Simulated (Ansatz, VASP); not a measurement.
CuO: VASP beside Ansatz

INCAR

```
ALGO = Normal
EDIFF = 1E-7
EDIFFG = -0.01
ENCUT = 820
GGA = PE
GGA_COMPAT = F
IBRION = 2
ISIF = 3
ISMEAR = -1
LASPH = T
LCHARG = F
LDAU = T
LDAUJ = 0 0
LDAUL = 2 -1
LDAUPRINT = 1
LDAUTYPE = 2
LDAUU = 1 0
LMAXMIX = 4
LREAL = F
LWAVE = F
NELM = 200
NELMIN = 4
NSW = 60
PREC = Accurate
SIGMA = 0.05
```

The input KPOINTS:

```
k-points
0
Gamma
  10 10 10
```

Contents of POSCAR:

```
CuO
1.0
    2.5525506100      0.0000000000      0.0000000000
    0.0000000000      2.5525506100      0.0000000000
    0.0000000000      0.0000000000      2.5525506100
Cu O
1 1
Direct
    0.0000000000      0.0000000000      0.0000000000
    0.5000000000      0.5000000000      0.5000000000
```

Contents of input.yaml:

```yaml
crystal:
  lattice:
    - [2.55255061, 0.0, 0.0]
    - [0.0, 2.55255061, 0.0]
    - [0.0, 0.0, 2.55255061]
  atoms:
    - { symbol: Cu, position: [0.0, 0.0, 0.0] }
    - { symbol: O, position: [0.5, 0.5, 0.5] }
hamiltonian:
  xc: pbe
  pseudopotentials: { kind: paw }
  hubbard: { sites: [{ species: Cu, l: d, u_eff: 1.0 }] }
kpoints:
  mp_grid: { grid: [10, 10, 10] }
scf:
  occupations: { method: fermi_dirac, width: 0.05 }
output:
  forces: true
  stress: true
  eigenvalues: true
relax:
  f_tol: 0.01
  max_steps: 40
  cell: { stress_tol: 0.05 }
```

Alike in both runs: task relaxation of cell and atoms; functional PBE; k mesh 10 × 10 × 10; occupations fermi-dirac, width 0.05 eV; no spin polarisation; Hubbard terms Cu d U = 1.0 eV.

|  | VASP | Ansatz |
| --- | --- | --- |
| version | VASP 6.6.1 | Ansatz 0.2.0 |
| potentials or method | VASP PAW PBE potentials, release 64 (Cu_sv_GW, O) | Ansatz PAW |
| plane-wave cutoff (eV) | 820 | 420 |
| valence electrons in the cell | 25 | 25 |

```csv
,VASP,Ansatz,Ansatz less VASP
"gap on the k mesh at the Fermi level, each at its own relaxed structure (eV)",none,none,-
relaxed volume (Å³/atom),9.05,9.18,+0.135
relaxed length of the cell vector where the two differ most in proportion (Å),2.626,2.639,+0.0130
```

The programs project onto different local orbitals, so the same U acts differently, and such runs can settle in different states. A gap of «none» marks a metal or a gap that the smearing closes.

Noted on Ansatz's run: the plane-wave basis is chosen anew once the cell has moved, so the energies of steps on either side of that aren't comparable.
